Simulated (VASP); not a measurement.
# CdSe (F-43m) in VASP: a series of runs

CdSe is run at these levels: r2SCAN0; tasks: single point.

Everything below comes from runs of VASP 6.6.1. Logs are shortened: lines on timing, memory, paths and dates and some standing lists are left out, and cuts for length are marked.

### 1 The cell of the first run

Symmetry: F-43m, No. 216, cubic system. Conventional cell: a = 6.015 Å, b = 6.015 Å, c = 6.015 Å, α = 90.00°, β = 90.00°, γ = 90.00°. Cd (site symmetry -43m) has 4 Se at 2.60 Å within 3.4 Å. Within 3.4 Å of Se (site symmetry -43m) lie 4 Cd at 2.60 Å.

### 2 Single point, r2SCAN0

File POSCAR:

```
CdSe
1.0
    0.0000000000      3.0075950161      3.0075950161
    3.0075950161      0.0000000000      3.0075950161
    3.0075950161      3.0075950161      0.0000000000
Cd Se
1 1
Direct
    0.0000000000      0.0000000000      0.0000000000
    0.2500000000      0.2500000000      0.2500000000
```

File INCAR.step1:

```
ALGO = Normal
EDIFF = 1E-5
ENCUT = 520
GGA = PE
ISIF = 2
ISMEAR = -1
LASPH = T
LCHARG = F
LREAL = F
LWAVE = T
NBANDS = 16
NELM = 100
PREC = Accurate
SIGMA = 0.05
```

File INCAR.step2:

```
AEXX = 0.25
ALGO = Normal
EDIFF = 1E-6
ENCUT = 520
ISIF = 2
ISMEAR = -1
ISTART = 1
LASPH = T
LCHARG = F
LHFCALC = T
LMIXTAU = T
LREAL = F
LWAVE = F
METAGGA = R2SCAN
NBANDS = 16
NELM = 100
PREC = Accurate
PRECFOCK = Normal
SIGMA = 0.05
```

File KPOINTS:

```
k-points
0
Gamma
  4 4 4
```

Potentials or basis: VASP PAW PBE potentials, release 64 (Cd, Se).

Command:

```console
cat potpaw_PBE.64/Cd/POTCAR potpaw_PBE.64/Se/POTCAR > POTCAR
cp INCAR.step1 INCAR
mpirun -np 1 vasp_std > vasp.out
cp INCAR.step2 INCAR
mpirun -np 1 vasp_std > vasp.out
```

OUTCAR:

```text
AEXX = 0.25
   EDIFF = 1E-6
   ENCUT = 520
   ISIF = 2
   ISMEAR = -1
   ISTART = 1
   LASPH = T
   LHFCALC = T
   LREAL = F
   METAGGA = R2SCAN
   NELM = 100
   PREC = Accurate
   PRECFOCK = Normal

 ion  position               nearest neighbor table
   1  0.000  0.000  0.000-   2 2.60   2 2.60   2 2.60   2 2.60
   2  0.250  0.250  0.250-   1 2.60   1 2.60   1 2.60   1 2.60

  LATTYP: Found a face centered cubic cell.
 ALAT       =     6.0151900322

  Lattice vectors:

 A1 = (   0.0000000000,   3.0075950161,   3.0075950161)
 A2 = (   3.0075950161,   0.0000000000,   3.0075950161)
 A3 = (   3.0075950161,   3.0075950161,   0.0000000000)

Analysis of symmetry for initial positions (statically):
=====================================================================
 Subroutine PRICEL returns:
 Original cell was already a primitive cell.

 Routine SETGRP: Setting up the symmetry group for a
 face centered cubic supercell.

 Subroutine GETGRP returns: Found 24 space group operations
 (whereof 24 operations were pure point group operations)
 out of a pool of 48 trial point group operations.

The static configuration has the point symmetry T_d .

Analysis of symmetry for dynamics (positions and initial velocities):
=====================================================================
 Subroutine PRICEL returns:
 Original cell was already a primitive cell.

 Routine SETGRP: Setting up the symmetry group for a
 face centered cubic supercell.

 Subroutine GETGRP returns: Found 24 space group operations
 (whereof 24 operations were pure point group operations)
 out of a pool of 48 trial point group operations.

The dynamic configuration has the point symmetry T_d .

 Subroutine INISYM returns: Found 24 space group operations
 (whereof 24 operations are pure point group operations),
 and found     1 'primitive' translations

----------------------------------------------------------------------------------------

                                     Primitive cell

  volume of cell :      54.4112

  direct lattice vectors                    reciprocal lattice vectors
     0.000000000  3.007595016  3.007595016    -0.166245787  0.166245787  0.166245787
     3.007595016  0.000000000  3.007595016     0.166245787 -0.166245787  0.166245787
     3.007595016  3.007595016  0.000000000     0.166245787  0.166245787 -0.166245787
[... 71 lines left out ...]
   IBRION =     -1    ionic relax: 0-MD 1-quasi-New 2-CG
   NFREE  =      0    steps in history (QN), initial steepest desc. (CG)
   ISIF   =      2    stress and relaxation
   ISYM   =      3    0-nonsym 1-usesym 2-fastsym
   POTIM  = 0.5000    time-step for ionic-motion
   TEBEG  =    0.0;   TEEND  =   0.0 temperature during run
   PSTRESS=    0.0 pullay stress
   NELECT =      18.0000    total number of electrons
   NUPDOWN=      -1.0000    fix difference up-down
   EMIN   =  10.00;   EMAX   =-10.00  energy-range for DOS
   EFERMI =   0.00;   METHOD = LEGACY
   ISMEAR =    -1;   SIGMA  =   0.05  broadening in eV -4-tet -1-fermi 0-gaus
   EFERMI_NEDOS =   21; number of points for ismear=-14 and -15
   IALGO  =     38    algorithm
   IMIX   =      1    mixing-type and parameters
     AMIX     =   0.40;   BMIX     =  1.00
     AMIX_MAG =   1.60;   BMIX_MAG =  1.00
  volume/ion in A,a.u.               =      27.21       183.59
  Fermi-wavevector in a.u.,A,eV,Ry     =   1.132234  2.139613 17.442050  1.281955
  Thomas-Fermi vector in A             =   2.268935
   LORBIT       =      0    0 simple, 1 ext, 2 COOP (PROOUT), +10 PAW based schemes
   METAGGA = R2SCAN    functional components
   LHFCALC =     T    Hartree Fock is set to
   PRECFOCK=normal    Normal, Fast or Accurate (Low or Medium for compatibility)
   ENCUT4O =  -1.0   cutoff for four orbital integrals eV
   NKREDX  =     1    reduce k-point grid by
   NKREDY  =     1    reduce k-point grid by
   NKREDZ  =     1    reduce k-point grid by
   AEXX    =    0.2500 exact exchange contribution
   HFSCREEN=    0.0000 screening length (either q_TF or 0.3 A-1)
   HFSCREENC=   0.0000 screening length for correlation (either q_TF or 0.3 A-1)
   ENCUTFOCK=  -1.0 apply spherical cutoff to Coloumb kernel
   IVDW    =     0    specifies the selected vdW correction
   LEPSILON=     F    determine dielectric tensor
   LRPA    =     F    only Hartree local field effects (RPA)
 non-spin polarized calculation
  energy-cutoff  :      520.00
  volume of cell :       54.41
 maximum number of plane-waves:      1476
  NGX = 24; NGY = 24; NGZ = 24

 number of electron      17.9999992 magnetization

 Free energy of the ion-electron system (eV)
  ---------------------------------------------------
  ext. energy  EPLUGINS =         0.00000000
  ---------------------------------------------------
  free energy    TOTEN  =       -30.40136974 eV

  energy without entropy =      -30.40136974  energy(sigma->0) =      -30.40136974

 E-fermi :   1.1384     XC(G=0):  -7.4917

 val. band max:        0.0528275123   @ k =   0.0000   0.0000   0.0000
 cond. band min:       2.6795886777   @ k =   0.0000   0.0000   0.0000
 fundamental gap:      2.6267611654
 Fermi energy:         1.1383502993

 k-point     1 :       0.0000    0.0000    0.0000
  band No.  band energies     occupation
      1     -14.1847      2.00000
      2      -9.4146      2.00000
      3      -9.4146      2.00000
      4      -9.4146      2.00000
      5      -8.9846      2.00000
      6      -8.9846      2.00000
[... 129 lines left out ...]
      3      -9.1992      2.00000
      4      -9.0280      2.00000
      5      -8.9803      2.00000
      6      -8.3788      2.00000
[... 8 lines left out ...]
     15      15.2380      0.00000
     16      15.8994      0.00000

------------------------ aborting loop because EDIFF is reached ----------------------------------------

  FORCE on cell =-STRESS in cart. coord.  units (eV):
  Direction    XX          YY          ZZ          XY          YZ          ZX
  --------------------------------------------------------------------------------------
  -------------------------------------------------------------------------------------
  Total        1.0618998      1.0618998      1.0618998      0.0000000     -0.0000000      0.0000000
  in kB       31.2684298     31.2684298     31.2684298      0.0000000     -0.0000000      0.0000000
  external PRESSURE =      31.2684298 kB  Pullay stress =       0.0000000 kB

 VOLUME and BASIS-vectors are now :
 -----------------------------------------------------------------------------
  energy-cutoff  :      520.00
  volume of cell :       54.41
      direct lattice vectors                 reciprocal lattice vectors
     0.000000000  3.007595016  3.007595016    -0.166245787  0.166245787  0.166245787
     3.007595016  0.000000000  3.007595016     0.166245787 -0.166245787  0.166245787
     3.007595016  3.007595016  0.000000000     0.166245787  0.166245787 -0.166245787

 POSITION                                       TOTAL-FORCE (eV/Angst)
 -----------------------------------------------------------------------------------
      0.00000      0.00000      0.00000         0.000000     -0.000000      0.000000
      1.50380      1.50380      1.50380        -0.000000      0.000000     -0.000000
 -----------------------------------------------------------------------------------
    total drift:                                0.000047      0.000049      0.000028

  FREE ENERGIE OF THE ION-ELECTRON SYSTEM (eV)
  ---------------------------------------------------
  free  energy   TOTEN  =       -30.4013697361 eV

  energy  without entropy=      -30.4013697361  energy(sigma->0) =      -30.40136974
```

OUTCAR.step1:

```text
EDIFF = 1E-5
   ENCUT = 520
   GGA = PE
   ISIF = 2
   ISMEAR = -1
[... 353 lines left out ...]
 -----------------------------------------------------------------------------------
      0.00000      0.00000      0.00000         0.000000      0.000000      0.000000
      1.50380      1.50380      1.50380        -0.000000     -0.000000     -0.000000
 -----------------------------------------------------------------------------------
    total drift:                               -0.000000     -0.000000     -0.000000

  FREE ENERGIE OF THE ION-ELECTRON SYSTEM (eV)
  ---------------------------------------------------
  free  energy   TOTEN  =        -5.3670368162 eV

  energy  without entropy=       -5.3669828303  energy(sigma->0) =       -5.36700982
```

OSZICAR.step1:

```text
N       E                     dE             d eps       ncg     rms          rms(c)
DAV:   1     0.110454111364E+03    0.11045E+03   -0.90288E+03   256   0.101E+03
DAV:   2    -0.208023743156E+01   -0.11253E+03   -0.10678E+03   312   0.253E+02
DAV:   3    -0.574242463245E+01   -0.36622E+01   -0.36585E+01   336   0.486E+01
DAV:   4    -0.575548716435E+01   -0.13063E-01   -0.13062E-01   296   0.292E+00
DAV:   5    -0.575557696619E+01   -0.89802E-04   -0.89802E-04   352   0.206E-01    0.676E+00
DAV:   6    -0.539086116352E+01    0.36472E+00   -0.53714E-01   352   0.912E+00    0.528E+00
DAV:   7    -0.536550419929E+01    0.25357E-01   -0.16394E-01   296   0.270E+00    0.221E+00
DAV:   8    -0.536671186008E+01   -0.12077E-02   -0.16266E-02   312   0.157E+00    0.264E-01
DAV:   9    -0.536690358055E+01   -0.19172E-03   -0.16170E-03   304   0.535E-01    0.527E-02
DAV:  10    -0.536698603279E+01   -0.82452E-04   -0.18214E-04   328   0.171E-01    0.442E-02
DAV:  11    -0.536703675497E+01   -0.50722E-04   -0.81789E-05   312   0.562E-02    0.135E-02
DAV:  12    -0.536703681621E+01   -0.61232E-07   -0.21786E-06   240   0.200E-02
   1 F= -.53670368E+01 E0= -.53670098E+01  d E =-.539860E-04
```

Wall time 11 min (1 thread of AMD EPYC 7R43 (Zen 3), shared host); peak memory 0.16 GiB.

What came out:

```
Free energy            : -30.4014 eV
Pressure               : 3.1 GPa
Band gap on the k mesh : 2.63 eV
```

Caveat: the k points lie up to 0.45 Å⁻¹ apart; the PAW data sets were made with another functional, which shifts forces and pressure a little.

### 3 Single point, r2SCAN0

This run uses another cell than the first one, of 27.78 Å³/atom.

File POSCAR:

```
CdSe
1.0
    0.0000000000      3.0287759606      3.0287759606
    3.0287759606      0.0000000000      3.0287759606
    3.0287759606      3.0287759606      0.0000000000
Cd Se
1 1
Direct
    0.0000000000      0.0000000000      0.0000000000
    0.2500000000      0.2500000000      0.2500000000
```

File INCAR.step1:

```
SYSTEM = CdSe
ALGO = Normal
EDIFF = 1E-5
ENCUT = 520
GGA = PE
ISIF = 2
ISMEAR = -1
LASPH = .True.
LREAL = .False.
LWAVE = .True.
NBANDS = 16
NELM = 100
PREC = Accurate
SIGMA = 0.05
```

File INCAR.step2:

```
SYSTEM = CdSe
AEXX = 0.25
ALGO = Normal
EDIFF = 1E-6
ENCUT = 520
ISIF = 2
ISMEAR = -1
ISTART = 1
LASPH = .True.
LCHARG = .True.
LELF = .True.
LHFCALC = .True.
LMIXTAU = .True.
LREAL = .False.
LVHAR = .True.
LWAVE = .False.
METAGGA = R2SCAN
NBANDS = 16
NELM = 100
PREC = Accurate
PRECFOCK = Normal
SIGMA = 0.05
```

File KPOINTS:

```
k-points
0
Gamma
  4 4 4
  0 0 0
```

Potentials or basis: VASP PAW PBE potentials, release 64 (Cd, Se).

Command:

```console
cat potpaw_PBE.64/Cd/POTCAR potpaw_PBE.64/Se/POTCAR > POTCAR
cp INCAR.step1 INCAR
mpirun -np 1 vasp_std > vasp.out
cp INCAR.step2 INCAR
mpirun -np 1 vasp_std > vasp.out
```

Run time: 13 min. Hardware: 1 thread of AMD EPYC 7R43 (Zen 3), shared host; peak memory 0.17 GiB.

Results (log left out):

* Free energy: -30.4191 eV
* Pressure: 1.7 GPa
* Band gap on the k mesh: 2.57 eV

Levels at points of the mesh, in eV from the valence-band top:
```tsv
k point	band 5	band 6	band 7	band 8	band 9	band 10	band 11	band 12	band 13	band 14
(0.00, 0.00, 0.00)	-8.99	-8.99	0.00	0.00	0.00	2.57	8.08	8.08	8.08	12.12
(0.50, 0.00, 0.00)	-8.97	-8.64	-4.83	-0.83	-0.83	4.42	8.52	8.52	9.49	12.33
(0.50, 0.50, 0.00)	-8.94	-8.55	-4.46	-2.06	-2.06	4.82	5.74	11.53	12.91	12.91
```

Caveat: the k points lie up to 0.45 Å⁻¹ apart; the PAW data sets were made with another functional, which shifts forces and pressure a little.

(Part 1 of 2 ends here.)
